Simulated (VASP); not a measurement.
# Nb3N5 (Cmcm) in VASP: notebook

Runs on Nb3N5. Level: PBEsol. Tasks: single point.

Program: VASP 6.6.1. These are calculated values, not measurements. Logs are shortened: lines on timing, memory, paths and dates and some standing lists are left out, and cuts for length are marked.

## Step 1: The cell of the first run

It takes space group Cmcm (No. 63, orthorhombic). The conventional cell has a = 3.805 Å, b = 10.017 Å, c = 9.992 Å, α = 90.00°, β = 90.00°, γ = 90.00°. Within 2.5 Å of Nb (site symmetry m) lie 6 N at 1.91 to 2.21 Å. Nb (site symmetry m2m) has 6 N at 2.00 to 2.08 Å within 2.7 Å. Within 2.7 Å of N (site symmetry m) lie 4 Nb at 1.99 to 2.21 Å and 5 N at 2.64 to 2.69 Å. Within 2.7 Å of N (site symmetry m) lie 3 Nb at 1.91 to 2.02 Å and 3 N at 2.54 to 2.69 Å. Within 2.7 Å of N (site symmetry m2m) lie 4 Nb at 2.00 to 2.16 Å and 4 N at 2.64 Å.

## Step 2: Single point, PBEsol (11.90 Å³/atom)

File INCAR:

```
SYSTEM = Nb3N5
ALGO = Normal
EDIFF = 1E-6
ENCUT = 600
GGA = PS
GGA_COMPAT = .False.
ISIF = 2
ISMEAR = 0
LASPH = .True.
LCHARG = .False.
LREAL = .False.
LWAVE = .False.
NBANDS = 78
NELM = 120
PREC = Accurate
SIGMA = 0.02
```

File KPOINTS:

```
k-points
0
Gamma
  8 8 4
  0 0 0
```

File POSCAR:

```
Nb3N5
1.0
    1.9023742217     -5.0087083609      0.0000000000
    1.9023742217      5.0087083609      0.0000000000
    0.0000000000      0.0000000000      9.9921168574
Nb N
6 10
Direct
    0.8675442543      0.1324557457      0.4408679285
    0.8675442543      0.1324557457      0.0591320715
    0.7961603217      0.2038396783      0.7500000000
    0.2038396783      0.7961603217      0.2500000000
    0.1324557457      0.8675442543      0.5591320715
    0.1324557457      0.8675442543      0.9408679285
    0.6893142621      0.3106857379      0.9281848088
    0.9532491133      0.0467508867      0.6229571504
    0.9532491133      0.0467508867      0.8770428496
    0.6893142621      0.3106857379      0.5718151912
    0.7663753084      0.2336246916      0.2500000000
    0.0467508867      0.9532491133      0.3770428496
    0.3106857379      0.6893142621      0.0718151912
    0.3106857379      0.6893142621      0.4281848088
    0.2336246916      0.7663753084      0.7500000000
    0.0467508867      0.9532491133      0.1229571504
```

Potentials or basis: VASP PAW PBE potentials, release 64 (Nb_sv, N).

Command:

```
$ cat potpaw_PBE.64/Nb_sv/POTCAR potpaw_PBE.64/N/POTCAR > POTCAR
$ mpirun -np 1 vasp_std > vasp.out
```

OUTCAR:

```text
SYSTEM = Nb3N5
   EDIFF = 1E-6
   ENCUT = 600
   GGA = PS
   ISIF = 2
   ISMEAR = 0
   LASPH = .True.
   LREAL = .False.
   NELM = 120
   PREC = Accurate

 ion  position               nearest neighbor table
   1  0.868  0.132  0.441-  12 1.91  14 1.99  14 1.99   8 2.01  11 2.16  10 2.21   5 2.90
   2  0.868  0.132  0.059-  16 1.91  13 1.99  13 1.99   9 2.01  11 2.16   7 2.21   6 2.90
   3  0.796  0.204  0.750-  15 2.00  15 2.00   9 2.02   8 2.02  10 2.08   7 2.08
   4  0.204  0.796  0.250-  11 2.00  11 2.00  16 2.02  12 2.02  13 2.08  14 2.08
   5  0.132  0.868  0.559-   8 1.91  10 1.99  10 1.99  12 2.01  15 2.16  14 2.21   1 2.90
   6  0.132  0.868  0.941-   9 1.91   7 1.99   7 1.99  16 2.01  15 2.16  13 2.21   2 2.90
   7  0.689  0.311  0.928-   6 1.99   6 1.99   3 2.08   2 2.21
   8  0.953  0.047  0.623-   5 1.91   1 2.01   3 2.02
   9  0.953  0.047  0.877-   6 1.91   2 2.01   3 2.02
  10  0.689  0.311  0.572-   5 1.99   5 1.99   3 2.08   1 2.21
  11  0.766  0.234  0.250-   4 2.00   4 2.00   2 2.16   1 2.16
  12  0.047  0.953  0.377-   1 1.91   5 2.01   4 2.02
  13  0.311  0.689  0.072-   2 1.99   2 1.99   4 2.08   6 2.21
  14  0.311  0.689  0.428-   1 1.99   1 1.99   4 2.08   5 2.21
  15  0.234  0.766  0.750-   3 2.00   3 2.00   6 2.16   5 2.16
  16  0.047  0.953  0.123-   2 1.91   6 2.01   4 2.02

  LATTYP: Found a base centered orthorhombic cell.
 ALAT       =     3.8047484434
 B/A-ratio  =     2.6328722834
 C/A-ratio  =     2.6262227335

  Lattice vectors:

 A1 = (   1.9023742217,  -5.0087083609,   0.0000000000)
 A2 = (   1.9023742217,   5.0087083609,   0.0000000000)
 A3 = (   0.0000000000,   0.0000000000,   9.9921168574)

Analysis of symmetry for initial positions (statically):
=====================================================================
 Subroutine PRICEL returns:
 Original cell was already a primitive cell.

 Routine SETGRP: Setting up the symmetry group for a
 base centered orthorhombic supercell.

 Subroutine GETGRP returns: Found  8 space group operations
 (whereof  4 operations were pure point group operations)
 out of a pool of  8 trial point group operations.

The static configuration has the point symmetry C_2h.
 The point group associated with its full space group is D_2h.

Analysis of symmetry for dynamics (positions and initial velocities):
=====================================================================
 Subroutine PRICEL returns:
 Original cell was already a primitive cell.

 Routine SETGRP: Setting up the symmetry group for a
 base centered orthorhombic supercell.

 Subroutine GETGRP returns: Found  8 space group operations
 (whereof  4 operations were pure point group operations)
 out of a pool of  8 trial point group operations.

The dynamic configuration has the point symmetry C_2h.
 The point group associated with its full space group is D_2h.

 Subroutine INISYM returns: Found  8 space group operations
 (whereof  4 operations are pure point group operations),
 and found     1 'primitive' translations

----------------------------------------------------------------------------------------

                                     Primitive cell

  volume of cell :     190.4185

  direct lattice vectors                    reciprocal lattice vectors
     1.902374222 -5.008708361  0.000000000     0.262829466 -0.099826136  0.000000000
     1.902374222  5.008708361  0.000000000     0.262829466  0.099826136  0.000000000
     0.000000000  0.000000000  9.992116857     0.000000000  0.000000000  0.100078894

  length of vectors
     5.357815518  5.357815518  9.992116857     0.281148689  0.281148689  0.100078894

  position of ions in fractional coordinates (direct lattice)
     0.867544254  0.132455746  0.440867928
     0.867544254  0.132455746  0.059132072
     0.796160322  0.203839678  0.750000000
     0.203839678  0.796160322  0.250000000
     0.132455746  0.867544254  0.559132072
     0.132455746  0.867544254  0.940867928
[... 8 lines left out ...]
     0.233624692  0.766375308  0.750000000
     0.046750887  0.953249113  0.122957150

  ion indices of the primitive-cell ions
   primitive index   ion index
                 1           1
                 2           2
                 3           3
                 4           4
                 5           5
                 6           6
[... 8 lines left out ...]
                15          15
                16          16

----------------------------------------------------------------------------------------

 KPOINTS: k-points

Automatic generation of k-mesh.
 Grid dimensions read from file:
 generate k-points for:    8    8    4

 Generating k-lattice:

  Cartesian coordinates                     Fractional coordinates (reciprocal lattice)
     0.032853683 -0.012478267  0.000000000     0.125000000  0.000000000  0.000000000
     0.032853683  0.012478267  0.000000000     0.000000000  0.125000000  0.000000000
     0.000000000  0.000000000  0.025019723     0.000000000  0.000000000  0.250000000

  Length of vectors
     0.035143586  0.035143586  0.025019723

  Shift w.r.t. Gamma in fractional coordinates (k-lattice)
     0.000000000  0.000000000  0.000000000

 Subroutine IBZKPT returns following result:
 ===========================================

 Found     63 irreducible k-points:

 Following reciprocal coordinates:
            Coordinates               Weight
  0.000000  0.000000  0.000000      1.000000
  0.125000  0.000000  0.000000      4.000000
  0.250000  0.000000  0.000000      4.000000
  0.375000  0.000000  0.000000      4.000000
  0.500000  0.000000  0.000000      2.000000
  0.125000  0.125000  0.000000      2.000000
[... 16 lines left out ...]
  0.125000  0.000000  0.250000      8.000000
  0.250000  0.000000  0.250000      8.000000
 [... further k-points ...]
   k-points           NKPTS =     63   k-points in BZ     NKDIM =     63   number of bands    NBANDS=     78
   number of dos      NEDOS =    301   number of ions     NIONS =     16
   total plane-waves  NPLWV = 184320
   dimension x,y,z NGX =    48 NGY =   48 NGZ =   80
   dimension x,y,z NGXF=    96 NGYF=   96 NGZF=  160
   ions per type =               6  10
   NGX,Y,Z   is equivalent  to a cutoff of  14.89, 14.89, 13.31 a.u.
   NGXF,Y,Z  is equivalent  to a cutoff of  29.79, 29.79, 26.62 a.u.
 SYSTEM =  Nb3N5
   PREC   = accura    normal or accurate (medium, high low for compatibility)
   ISTART =      0    job   : 0-new  1-cont  2-samecut
   ICHARG =      2    charge: 1-file 2-atom 10-const
   ISPIN  =      1    spin polarized calculation?
   LNONCOLLINEAR =      F non collinear calculations
   LSORBIT =      F    spin-orbit coupling
   LASPH  =      T    aspherical Exc in radial PAW
   ENCUT  =  600.0 eV  44.10 Ry    6.64 a.u.  10.70 10.70 19.96*2*pi/ulx,y,z
   NELM   =    120;   NELMIN=  2; NELMDL= -5     # of ELM steps
   EDIFF  = 0.1E-05   stopping-criterion for ELM
   LREAL  =      F    real-space projection
   EDIFFG = 0.1E-04   stopping-criterion for IOM
   NSW    =      0    number of steps for IOM
   IBRION =     -1    ionic relax: 0-MD 1-quasi-New 2-CG
   NFREE  =      0    steps in history (QN), initial steepest desc. (CG)
   ISIF   =      2    stress and relaxation
   ISYM   =      2    0-nonsym 1-usesym 2-fastsym
   POTIM  = 0.5000    time-step for ionic-motion
   TEBEG  =    0.0;   TEEND  =   0.0 temperature during run
   PSTRESS=    0.0 pullay stress
   NELECT =     128.0000    total number of electrons
   NUPDOWN=      -1.0000    fix difference up-down
   EMIN   =  10.00;   EMAX   =-10.00  energy-range for DOS
   EFERMI =   0.00;   METHOD = LEGACY
   ISMEAR =     0;   SIGMA  =   0.02  broadening in eV -4-tet -1-fermi 0-gaus
   EFERMI_NEDOS =   21; number of points for ismear=-14 and -15
   IALGO  =     38    algorithm
   IMIX   =      4    mixing-type and parameters
     AMIX     =   0.40;   BMIX     =  1.00
     AMIX_MAG =   1.60;   BMIX_MAG =  1.00
  volume/ion in A,a.u.               =      11.90        80.31
  Fermi-wavevector in a.u.,A,eV,Ry     =   1.434086  2.710029 27.981764  2.056602
  Thomas-Fermi vector in A             =   2.553533
   LORBIT       =      0    0 simple, 1 ext, 2 COOP (PROOUT), +10 PAW based schemes
   GGA     = PS    functional components
   LHFCALC =     F    Hartree Fock is set to
   AEXX    =    0.0000 exact exchange contribution
   IVDW    =     0    specifies the selected vdW correction
   LEPSILON=     F    determine dielectric tensor
   LRPA    =     F    only Hartree local field effects (RPA)
 non-spin polarized calculation
 Gauss-broadening in eV      SIGMA  =   0.02
  energy-cutoff  :      600.00
  volume of cell :      190.42
 maximum number of plane-waves:      6392
 NGX is ok and might be reduce to    48
   NGX = 21   NGY = 21   NGZ = 39

 number of electron     127.9999995 magnetization

 Free energy of the ion-electron system (eV)
  ---------------------------------------------------
  ext. energy  EPLUGINS =         0.00000000
  ---------------------------------------------------
  free energy    TOTEN  =      -166.83588572 eV

  energy without entropy =     -166.83588572  energy(sigma->0) =     -166.83588572

 E-fermi :   7.6684     XC(G=0): -11.7446

 val. band max:        7.5828458471   @ k =   0.1250   0.1250   0.0000
 cond. band min:       8.2528547496   @ k =   0.5000   0.5000   0.0000
 fundamental gap:      0.6700089025
 Fermi energy:         7.6684473568

 k-point     1 :       0.0000    0.0000    0.0000
  band No.  band energies     occupation
      1     -47.5176      2.00000
      2     -47.5085      2.00000
      3     -47.3251      2.00000
      4     -47.3163      2.00000
      5     -47.2423      2.00000
      6     -47.2417      2.00000
[... 68 lines left out ...]
     75      11.2886      0.00000
     76      11.5158      0.00000

 k-point     2 :       0.1250    0.0000    0.0000
  band No.  band energies     occupation
      1     -47.5158      2.00000
      2     -47.5076      2.00000
      3     -47.3227      2.00000
      4     -47.3151      2.00000
      5     -47.2437      2.00000
      6     -47.2429      2.00000
[... 1730 lines left out ...]
 k-point    24 :       0.2500    0.0000    0.2500
  band No.  band energies     occupation
      1     -47.5107      2.00000
      2     -47.5064      2.00000
      3     -47.3158      2.00000
      4     -47.3127      2.00000
      5     -47.2471      2.00000
      6     -47.2463      2.00000
[... 68 lines left out ...]
     75      10.9586      0.00000
     76      11.0770      0.00000

 [... further k-points ...]

 [bands above 76 left out]

------------------------ aborting loop because EDIFF is reached ----------------------------------------

  FORCE on cell =-STRESS in cart. coord.  units (eV):
  Direction    XX          YY          ZZ          XY          YZ          ZX
  --------------------------------------------------------------------------------------
  -------------------------------------------------------------------------------------
  Total       18.9656086     18.9322342     18.9834974      0.0000000      0.0000000      0.0000000
  in kB      159.5762186    159.2954067    159.7267345      0.0000000      0.0000000      0.0000000
  external PRESSURE =     159.5327866 kB  Pullay stress =       0.0000000 kB

 VOLUME and BASIS-vectors are now :
 -----------------------------------------------------------------------------
  energy-cutoff  :      600.00
  volume of cell :      190.42
      direct lattice vectors                 reciprocal lattice vectors
     1.902374222 -5.008708361  0.000000000     0.262829466 -0.099826136  0.000000000
     1.902374222  5.008708361  0.000000000     0.262829466  0.099826136  0.000000000
     0.000000000  0.000000000  9.992116857     0.000000000  0.000000000  0.100078894

 POSITION                                       TOTAL-FORCE (eV/Angst)
 -----------------------------------------------------------------------------------
      1.90237     -3.68184      4.40520         0.000000     -0.004289      0.002833
      1.90237     -3.68184      0.59085         0.000000     -0.004289     -0.002833
      1.90237     -2.96676      7.49409         0.000000     -0.007921     -0.000000
      1.90237      2.96676      2.49803         0.000000      0.007921     -0.000000
      1.90237      3.68184      5.58691         0.000000      0.004289     -0.002833
      1.90237      3.68184      9.40126         0.000000      0.004289      0.002833
[... 8 lines left out ...]
      1.90237      2.66839      7.49409         0.000000     -0.000811     -0.000000
      1.90237      4.54039      1.22860         0.000000     -0.002129     -0.001925
 -----------------------------------------------------------------------------------
    total drift:                               -0.000000     -0.000000      0.000000

  FREE ENERGIE OF THE ION-ELECTRON SYSTEM (eV)
  ---------------------------------------------------
  free  energy   TOTEN  =      -166.8358857215 eV

  energy  without entropy=     -166.8358857215  energy(sigma->0) =     -166.83588572
```

It took 17 min on 1 thread of Intel Xeon 6975P-C (Granite Rapids), shared host; peak memory 0.97 GiB.

Results:

- Free energy: -166.8359 eV
- Pressure: 16.0 GPa
- Largest force: 0.008 eV/Å
- Band gap on the k mesh: 0.67 eV (least direct gap 1.00 eV)

Forces in eV/Å, atoms in the order of the input:
```
Nb   0.000 -0.004  0.003
Nb   0.000 -0.004 -0.003
Nb   0.000 -0.008  0.000
Nb   0.000  0.008  0.000
Nb   0.000  0.004 -0.003
Nb   0.000  0.004  0.003
N    0.000  0.002  0.000
N    0.000  0.002 -0.002
N    0.000  0.002  0.002
N    0.000  0.002  0.000
N    0.000  0.001  0.000
N    0.000 -0.002  0.002
N    0.000 -0.002  0.000
N    0.000 -0.002  0.000
N    0.000 -0.001  0.000
N    0.000 -0.002 -0.002
```

Caveat: the cell stands under pressure; semilocal functionals underestimate gaps, and a narrow one can read as zero; the PAW data sets were made with another functional, which shifts forces and pressure a little.

## Step 3: Single point, PBEsol (11.14 Å³/atom)

This run uses another cell than the first one, of 11.14 Å³/atom.

File INCAR:

```
ALGO = Normal
EDIFF = 1E-6
ENCUT = 600
GGA = PS
GGA_COMPAT = F
ISIF = 2
ISMEAR = 0
LASPH = T
LCHARG = F
LREAL = F
LWAVE = F
NBANDS = 78
NELM = 120
PREC = Accurate
SIGMA = 0.02
```

File KPOINTS:

```
k-points
0
Gamma
  8 8 4
```

File POSCAR:

```
Nb3N5
1.0
    1.8758087501     -4.8798252517      0.0000000000
    1.8758087501      4.8798252517      0.0000000000
    0.0000000000      0.0000000000      9.7373592455
Nb N
6 10
Direct
    0.8668936097      0.1331063903      0.4412600848
    0.8668936097      0.1331063903      0.0587399152
    0.7933510766      0.2066489234      0.7500000000
    0.2066489234      0.7933510766      0.2500000000
    0.1331063903      0.8668936097      0.5587399152
    0.1331063903      0.8668936097      0.9412600848
    0.6861936758      0.3138063242      0.9301856171
    0.9533029645      0.0466970355      0.6257665589
    0.9533029645      0.0466970355      0.8742334411
    0.6861936758      0.3138063242      0.5698143829
    0.7670688830      0.2329311170      0.2500000000
    0.0466970355      0.9533029645      0.3742334411
    0.3138063242      0.6861936758      0.0698143829
    0.3138063242      0.6861936758      0.4301856171
    0.2329311170      0.7670688830      0.7500000000
    0.0466970355      0.9533029645      0.1257665589
```

Potentials or basis: VASP PAW PBE potentials, release 64 (Nb_sv, N).

Command:

```
$ cat potpaw_PBE.64/Nb_sv/POTCAR potpaw_PBE.64/N/POTCAR > POTCAR
$ mpirun -np 1 vasp_std > vasp.out
```

Wall time 29 min (1 thread of Oxide Virtual Turin-like, shared host); peak memory 0.84 GiB.

Results (log left out):

```
Free energy            : -164.7932 eV
Pressure               : 38.4 GPa
Largest force          : 0.011 eV/Å
Band gap on the k mesh : 0.58 eV (least direct gap 0.95 eV)
```

Forces on the atoms (eV/Å):
```
Nb   0.000 -0.001  0.000
Nb   0.000 -0.001  0.000
Nb   0.000 -0.011  0.000
Nb   0.000  0.011  0.000
Nb   0.000  0.001  0.000
Nb   0.000  0.001  0.000
N    0.000  0.003 -0.002
N    0.000  0.009 -0.001
N    0.000  0.009  0.001
N    0.000  0.003  0.002
N    0.000  0.002  0.000
N    0.000 -0.009  0.001
N    0.000 -0.003  0.002
N    0.000 -0.003 -0.002
N    0.000 -0.002  0.000
N    0.000 -0.009 -0.001
```

Levels at points of the mesh, in eV from the valence-band top:
```tsv
k point	band 61	band 62	band 63	band 64	band 65	band 66	band 67	band 68
(0.00, 0.00, 0.00)	-0.81	-0.79	-0.14	-0.11	0.88	1.20	1.58	1.97
(0.50, 0.00, 0.00)	-1.21	-1.21	-0.58	-0.56	1.22	1.45	2.40	2.89
(0.50, 0.50, 0.00)	-1.07	-1.05	-0.59	-0.43	0.58	1.60	1.94	2.68
(0.00, 0.00, 0.50)	-1.02	-1.02	-0.50	-0.50	1.09	1.09	2.22	2.22
(0.50, 0.00, 0.50)	-0.87	-0.87	-0.62	-0.62	1.55	1.55	2.56	2.56
(0.50, 0.50, 0.50)	-1.24	-1.24	-0.76	-0.76	1.17	1.17	2.43	2.43
```

Caveat: the cell stands under pressure; semilocal functionals underestimate gaps, and a narrow one can read as zero; the PAW data sets were made with another functional, which shifts forces and pressure a little. A k mesh can miss the band edges.
